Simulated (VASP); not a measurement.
# Se (P6/mmm) in VASP: further runs

The runs below take Se through single point, with r2SCAN.

All numbers are computed with VASP 6.6.1; they aren't measurements. Logs are shortened: lines on timing, memory, paths and dates and some standing lists are left out, and cuts for length are marked.

**1. The cell of the first run**

Symmetry: P6/mmm, No. 191, hexagonal system. Conventional cell: a = 6.705 Å, b = 6.705 Å, c = 2.444 Å, α = 90.00°, β = 90.00°, γ = 120.00°. Within 3.2 Å of Se (site symmetry 6/mmm) lie 2 Se at 2.44 Å. Within 3.2 Å of Se (site symmetry -6m2) lie 2 Se at 2.44 Å.

This isn't the form of Se at room conditions, which is trigonal, of chains.

**2. Single point, r2SCAN (31.72 Å³/atom)**

POSCAR reads:

```
Se
1.0
    6.7050414476      0.0000000000      0.0000000000
   -3.3525207238      5.8067362271      0.0000000000
    0.0000000000      0.0000000000      2.4438881259
Se
3
Direct
    1.0000000000      0.0000000000      0.0000000000
    0.3333333333      0.6666666667      0.5000000000
    0.6666666667      0.3333333333      0.5000000000
```

INCAR.step1 reads:

```
PREC = Accurate
ENCUT = 520
ISMEAR = -1
SIGMA = 0.1
LREAL = False
LASPH = True
NELM = 60
NBANDS = 16
GGA = PE
ALGO = Normal
EDIFF = 1E-4
LWAVE = True
LCHARG = False
```

INCAR.step2 reads:

```
PREC = Accurate
ENCUT = 520
EDIFF = 1E-6
ISMEAR = -1
SIGMA = 0.1
LREAL = False
LASPH = True
NELM = 60
ALGO = Normal
ISIF = 2
LWAVE = False
LCHARG = False
METAGGA = R2SCAN
LMIXTAU = True
NBANDS = 16
ISTART = 1
```

KPOINTS reads:

```
regular mesh
0
Gamma
  7 7 15
```

Potentials or basis: VASP PAW PBE potentials, release 64 (Se).

Launch:

```bash
$ cat potpaw_PBE.64/Se/POTCAR > POTCAR
$ cp INCAR.step1 INCAR
$ mpirun -np 1 vasp_std > vasp.out
$ cp INCAR.step2 INCAR
$ mpirun -np 1 vasp_std > vasp.out
```

OUTCAR:

```text
PREC = Accurate
   ENCUT = 520
   EDIFF = 1E-6
   ISMEAR = -1
   LREAL = False
   LASPH = True
   NELM = 60
   ISIF = 2
   METAGGA = R2SCAN
   ISTART = 1

 ion  position               nearest neighbor table
   1  0.000  0.000  0.000-
   2  0.333  0.667  0.500-
   3  0.667  0.333  0.500-

  LATTYP: Found a hexagonal cell.
 ALAT       =     6.7050414476
 C/A-ratio  =     0.3644851631

  Lattice vectors:

 A1 = (   6.7050414476,   0.0000000000,   0.0000000000)
 A2 = (  -3.3525207238,   5.8067362271,   0.0000000000)
 A3 = (   0.0000000000,   0.0000000000,   2.4438881259)

Analysis of symmetry for initial positions (statically):
=====================================================================
 Subroutine PRICEL returns:
 Original cell was already a primitive cell.

 Routine SETGRP: Setting up the symmetry group for a
 hexagonal supercell.

 Subroutine GETGRP returns: Found 24 space group operations
 (whereof 24 operations were pure point group operations)
 out of a pool of 24 trial point group operations.

The static configuration has the point symmetry D_6h.

Analysis of symmetry for dynamics (positions and initial velocities):
=====================================================================
 Subroutine PRICEL returns:
 Original cell was already a primitive cell.

 Routine SETGRP: Setting up the symmetry group for a
 hexagonal supercell.

 Subroutine GETGRP returns: Found 24 space group operations
 (whereof 24 operations were pure point group operations)
 out of a pool of 24 trial point group operations.

The dynamic configuration has the point symmetry D_6h.

 Subroutine INISYM returns: Found 24 space group operations
 (whereof 24 operations are pure point group operations),
 and found     1 'primitive' translations

----------------------------------------------------------------------------------------

                                     Primitive cell

  volume of cell :      95.1513

  direct lattice vectors                    reciprocal lattice vectors
     6.705041448  0.000000000  0.000000000     0.149141509  0.086106890  0.000000000
    -3.352520724  5.806736227  0.000000000     0.000000000  0.172213781  0.000000000
     0.000000000  0.000000000  2.443888126     0.000000000  0.000000000  0.409184033

  length of vectors
     6.705041448  6.705041448  2.443888126     0.172213781  0.172213781  0.409184033

  position of ions in fractional coordinates (direct lattice)
     0.000000000  0.000000000  0.000000000
     0.333333333  0.666666667  0.500000000
     0.666666667  0.333333333  0.500000000

  ion indices of the primitive-cell ions
   primitive index   ion index
                 1           1
                 2           2
                 3           3

----------------------------------------------------------------------------------------

 KPOINTS: regular mesh

Automatic generation of k-mesh.
 Grid dimensions read from file:
 generate k-points for:    7    7   15

 Generating k-lattice:

  Cartesian coordinates                     Fractional coordinates (reciprocal lattice)
     0.021305930  0.012300984  0.000000000     0.142857143 -0.000000000  0.000000000
     0.000000000  0.024601969  0.000000000     0.000000000  0.142857143  0.000000000
     0.000000000  0.000000000  0.027278936     0.000000000  0.000000000  0.066666667

  Length of vectors
     0.024601969  0.024601969  0.027278936

  Shift w.r.t. Gamma in fractional coordinates (k-lattice)
     0.000000000  0.000000000  0.000000000

 Subroutine IBZKPT returns following result:
 ===========================================

 Found     64 irreducible k-points:

 Following reciprocal coordinates:
            Coordinates               Weight
  0.000000  0.000000  0.000000      1.000000
  0.142857 -0.000000  0.000000      6.000000
  0.285714 -0.000000  0.000000      6.000000
  0.428571 -0.000000  0.000000      6.000000
  0.142857  0.142857  0.000000      6.000000
  0.285714  0.142857  0.000000     12.000000
[... 16 lines left out ...]
  0.428571  0.142857  0.133333     12.000000
  0.285714  0.285714  0.133333     12.000000
 [... further k-points ...]
   k-points           NKPTS =     64   k-points in BZ     NKDIM =     64   number of bands    NBANDS=     16
   number of dos      NEDOS =    301   number of ions     NIONS =      3
   total plane-waves  NPLWV =  45000
   dimension x,y,z NGX =    50 NGY =   50 NGZ =   18
   dimension x,y,z NGXF=   100 NGYF=  100 NGZF=   36
   ions per type =               3
   NGX,Y,Z   is equivalent  to a cutoff of  12.40, 12.40, 12.24 a.u.
   NGXF,Y,Z  is equivalent  to a cutoff of  24.79, 24.79, 24.49 a.u.
 SYSTEM =  unknown system
   PREC   = accura    normal or accurate (medium, high low for compatibility)
   ISTART =      1    job   : 0-new  1-cont  2-samecut
   ICHARG =      0    charge: 1-file 2-atom 10-const
   ISPIN  =      1    spin polarized calculation?
   LNONCOLLINEAR =      F non collinear calculations
   LSORBIT =      F    spin-orbit coupling
   LASPH  =      T    aspherical Exc in radial PAW
   ENCUT  =  520.0 eV  38.22 Ry    6.18 a.u.  12.47 12.47  4.54*2*pi/ulx,y,z
   NELM   =     60;   NELMIN=  2; NELMDL=  0     # of ELM steps
   EDIFF  = 0.1E-05   stopping-criterion for ELM
   LREAL  =      F    real-space projection
   EDIFFG = 0.1E-04   stopping-criterion for IOM
   NSW    =      0    number of steps for IOM
   IBRION =     -1    ionic relax: 0-MD 1-quasi-New 2-CG
   NFREE  =      0    steps in history (QN), initial steepest desc. (CG)
   ISIF   =      2    stress and relaxation
   ISYM   =      2    0-nonsym 1-usesym 2-fastsym
   POTIM  = 0.5000    time-step for ionic-motion
   TEBEG  =    0.0;   TEEND  =   0.0 temperature during run
   PSTRESS=    0.0 pullay stress
   NELECT =      18.0000    total number of electrons
   NUPDOWN=      -1.0000    fix difference up-down
   EMIN   =  10.00;   EMAX   =-10.00  energy-range for DOS
   EFERMI =   0.00;   METHOD = LEGACY
   ISMEAR =    -1;   SIGMA  =   0.10  broadening in eV -4-tet -1-fermi 0-gaus
   EFERMI_NEDOS =   21; number of points for ismear=-14 and -15
   IALGO  =     38    algorithm
   IMIX   =      4    mixing-type and parameters
     AMIX     =   0.40;   BMIX     =  1.00
     AMIX_MAG =   1.60;   BMIX_MAG =  1.00
  volume/ion in A,a.u.               =      31.72       214.04
  Fermi-wavevector in a.u.,A,eV,Ry     =   0.939783  1.775931 12.016546  0.883191
  Thomas-Fermi vector in A             =   2.067129
   LORBIT       =      0    0 simple, 1 ext, 2 COOP (PROOUT), +10 PAW based schemes
   METAGGA = R2SCAN    functional components
   LHFCALC =     F    Hartree Fock is set to
   AEXX    =    0.0000 exact exchange contribution
   IVDW    =     0    specifies the selected vdW correction
   LEPSILON=     F    determine dielectric tensor
   LRPA    =     F    only Hartree local field effects (RPA)
 non-spin polarized calculation
  energy-cutoff  :      520.00
  volume of cell :       95.15
 maximum number of plane-waves:      2595
 NGX is ok and might be reduce to    50
   NGX = 25   NGY = 25   NGZ =  9

 number of electron      18.0000001 magnetization

 Free energy of the ion-electron system (eV)
  ---------------------------------------------------
  ext. energy  EPLUGINS =         0.00000000
  ---------------------------------------------------
  free energy    TOTEN  =       -41.01692593 eV

  energy without entropy =      -40.92915559  energy(sigma->0) =      -40.97304076

 E-fermi :   0.7326     XC(G=0):  -8.6595

 val. band max:        0.7247162218   @ k =   0.4286   0.1429   0.4000
 cond. band min:       0.7336069448   @ k =   0.2857   0.1429   0.3333
 fundamental gap:      0.0088907230
 Fermi energy:         0.7325677163

 k-point     1 :       0.0000    0.0000    0.0000
  band No.  band energies     occupation
      1     -14.3814      2.00000
      2     -13.9120      2.00000
      3     -13.8886      2.00000
      4      -2.7723      2.00000
      5      -2.7723      2.00000
      6      -2.7651      2.00000
[... 8 lines left out ...]
     15      10.1970      0.00000
     16      10.2035      0.00000

 k-point     2 :       0.1429   -0.0000    0.0000
  band No.  band energies     occupation
      1     -14.3558      2.00000
      2     -13.9272      2.00000
      3     -13.9036      2.00000
      4      -3.0931      2.00000
      5      -3.0166      2.00000
      6      -2.3759      2.00000
[... 8 lines left out ...]
     15       9.4094      0.00000
     16       9.9347      0.00000

 k-point     3 :       0.2857   -0.0000    0.0000
  band No.  band energies     occupation
      1     -14.2842      2.00000
      2     -13.9791      2.00000
      3     -13.9338      2.00000
      4      -3.3226      2.00000
      5      -3.0027      2.00000
      6      -1.9522      2.00000
[... 8 lines left out ...]
     15       9.1030      0.00000
     16       9.2701      0.00000

 k-point     4 :       0.4286   -0.0000    0.0000
  band No.  band energies     occupation
      1     -14.1823      2.00000
      2     -14.0704      2.00000
      3     -13.9529      2.00000
      4      -3.4412      2.00000
      5      -2.7211      2.00000
      6      -2.2142      2.00000
[... 8 lines left out ...]
     15       8.9678      0.00000
     16       9.0299      0.00000
[... 324 lines left out ...]
 k-point    22 :       0.2857    0.1429    0.1333
  band No.  band energies     occupation
      1     -13.7782      2.00000
      2     -13.5753      2.00000
      3     -13.5254      2.00000
      4      -2.8733      2.00000
      5      -2.5777      2.00000
      6      -1.6213      2.00000
[... 8 lines left out ...]
     15       8.2971      0.00000
     16       9.7333      0.00000

 k-point    23 :       0.4286    0.1429    0.1333
  band No.  band energies     occupation
      1     -13.6830      2.00000
      2     -13.6632      2.00000
      3     -13.5370      2.00000
      4      -2.9243      2.00000
      5      -2.1884      2.00000
      6      -2.1830      2.00000
[... 8 lines left out ...]
     15       8.0900      0.00000
     16      10.1088      0.00000

 k-point    24 :       0.2857    0.2857    0.1333
  band No.  band energies     occupation
      1     -13.6910      2.00000
      2     -13.6059      2.00000
      3     -13.5874      2.00000
      4      -2.6209      2.00000
      5      -2.6192      2.00000
      6      -2.1679      2.00000
[... 8 lines left out ...]
     15       7.6702      0.00000
     16      10.6168      0.00000

 [... further k-points ...]

------------------------ aborting loop because EDIFF is reached ----------------------------------------

  FORCE on cell =-STRESS in cart. coord.  units (eV):
  Direction    XX          YY          ZZ          XY          YZ          ZX
  --------------------------------------------------------------------------------------
  -------------------------------------------------------------------------------------
  Total       -0.3043272     -0.3043272     -3.2213145      0.0000000      0.0000000      0.0000000
  in kB       -5.1243222     -5.1243222    -54.2411417      0.0000000      0.0000000      0.0000000
  external PRESSURE =     -21.4965954 kB  Pullay stress =       0.0000000 kB

 VOLUME and BASIS-vectors are now :
 -----------------------------------------------------------------------------
  energy-cutoff  :      520.00
  volume of cell :       95.15
      direct lattice vectors                 reciprocal lattice vectors
     6.705041448  0.000000000  0.000000000     0.149141509  0.086106890  0.000000000
    -3.352520724  5.806736227  0.000000000     0.000000000  0.172213781  0.000000000
     0.000000000  0.000000000  2.443888126     0.000000000  0.000000000  0.409184033

 POSITION                                       TOTAL-FORCE (eV/Angst)
 -----------------------------------------------------------------------------------
      0.00000      0.00000      0.00000         0.000000      0.000000      0.000000
     -0.00000      3.87116      1.22194         0.000000      0.000000      0.000000
      3.35252      1.93558      1.22194        -0.000000     -0.000000      0.000000
 -----------------------------------------------------------------------------------
    total drift:                                0.000000      0.000000      0.000000

  FREE ENERGIE OF THE ION-ELECTRON SYSTEM (eV)
  ---------------------------------------------------
  free  energy   TOTEN  =       -41.0169259312 eV

  energy  without entropy=      -40.9291555939  energy(sigma->0) =      -40.97304076
```

Run time: 2.6 min. Hardware: 1 thread of Intel Xeon Platinum 8488C (Sapphire Rapids), shared host; peak memory 0.25 GiB.

What came out:

```yaml
Free_energy: -41.0169 eV
Pressure: -2.1 GPa
Band_gap_on_the_k_mesh: zero (bands 9 and 10 overlap by 1.81 eV)
```

Caveat: the PAW data sets were made with another functional, which shifts forces and pressure a little.

**3. Single point, r2SCAN (32.89 Å³/atom)**

This run uses another cell than the first one, of 32.89 Å³/atom.

POSCAR reads:

```
Se
1.0
    6.7868183053      0.0000000000      0.0000000000
   -3.3934091526      5.8775570632      0.0000000000
    0.0000000000      0.0000000000      2.4736945772
Se
3
Direct
    1.0000000000      0.0000000000      0.0000000000
    0.3333333333      0.6666666667      0.5000000000
    0.6666666667      0.3333333333      0.5000000000
```

INCAR.step1 reads:

```
PREC = Accurate ; ENCUT = 520
ISMEAR = -1 ; SIGMA = 0.1
LREAL = F ; LASPH = T
NELM = 100 ; NBANDS = 16
GGA = PE ; ALGO = Normal
EDIFF = 1E-4 ; LWAVE = T
LCHARG = F
```

INCAR.step2 reads:

```
PREC = Accurate ; ENCUT = 520
EDIFF = 1E-6 ; ISMEAR = -1
SIGMA = 0.1 ; LREAL = F
LASPH = T ; NELM = 100
ALGO = Normal ; ISIF = 2
LWAVE = F ; LCHARG = F
METAGGA = R2SCAN ; LMIXTAU = T
NBANDS = 16 ; ISTART = 1
```

KPOINTS is that of step 2.

Potentials or basis: VASP PAW PBE potentials, release 64 (Se).

Launch:

```bash
$ cat potpaw_PBE.64/Se/POTCAR > POTCAR
$ cp INCAR.step1 INCAR
$ mpirun -np 1 vasp_std > vasp.out
$ cp INCAR.step2 INCAR
$ mpirun -np 1 vasp_std > vasp.out
```

It took 2.8 min on 1 thread of Intel Xeon Platinum 8488C (Sapphire Rapids), shared host; peak memory 0.26 GiB.

It converged, with:

```
Free energy            : -40.9572 eV
Pressure               : -3.3 GPa
Band gap on the k mesh : zero (bands 9 and 10 overlap by 1.70 eV)
```

Stress tensor (GPa, compression positive):
```
-0.72  0.00  0.00
 0.00 -0.72  0.00
 0.00  0.00 -8.43
```

Levels at points of the mesh, in eV from the Fermi level:
| k point | band 7 | band 8 | band 9 | band 10 | band 11 | band 12 |
| --- | --- | --- | --- | --- | --- | --- |
| (0.00, 0.00, 0.00) | -3.32 | -1.43 | -1.43 | 5.05 | 7.75 | 7.98 |

Caveat: the stress differs along the axes, from -8 to -1 GPa; the PAW data sets were made with another functional, which shifts forces and pressure a little.
